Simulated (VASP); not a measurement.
Runs of VASP 6.6.1 on PtSe2 (pbesol). The structure is that of space group P-3m1 (No. 164), or close to it. The cells are those of the table. 

```csv
task,cell,k mesh,smearing,gap on the mesh (eV),pressure (GPa),largest force (eV/Å)
single point,"a = 3.760, b = 3.760, c = 4.863 Å, angles 90.0, 90.0, 120.0°, 3 atoms",15 × 15 × 10,gaussian 0.1 eV,none,0.1,0.01
single point,"a = 3.724, b = 3.724, c = 5.062 Å, angles 90.0, 90.0, 120.0°, 3 atoms",6 × 6 × 4,gaussian 0.1 eV,none,(a),0.35
relaxation of cell and atoms,"relaxed from a = 3.760, b = 3.760, c = 4.863 Å, angles 90.0, 90.0, 120.0°, 3 atoms",15 × 15 × 8,fermi-dirac 0.15 eV,none,0.0,-
single point,"a = 3.761, b = 3.761, c = 4.859 Å, angles 90.0, 90.0, 120.0°, 3 atoms",15 × 15 × 8,fermi-dirac 0.15 eV,none,0.1,0.01
single point,"a = 3.760, b = 3.760, c = 4.863 Å, angles 90.0, 90.0, 120.0°, 3 atoms",15 × 15 × 8,gaussian 0.1 eV,none,0.1,0.01
```

Alike in all rows: level PBEsol; potentials or basis VASP PAW PBE potentials, release 64 (Pt, Se); no spin polarisation; cutoff (eV) 500.

**Question.** Estimate the missing entries.

**Answer.** (a) 2.2.

Caveats: the PAW data sets were made with another functional, which shifts forces and pressure a little; spin-orbit coupling is left out, which moves the levels of the heavy elements.

A k mesh can miss the band edges, and the runs leave out spin-orbit coupling on Pt, Se.

A gap of «none» marks levels without a gap at the run's occupations.
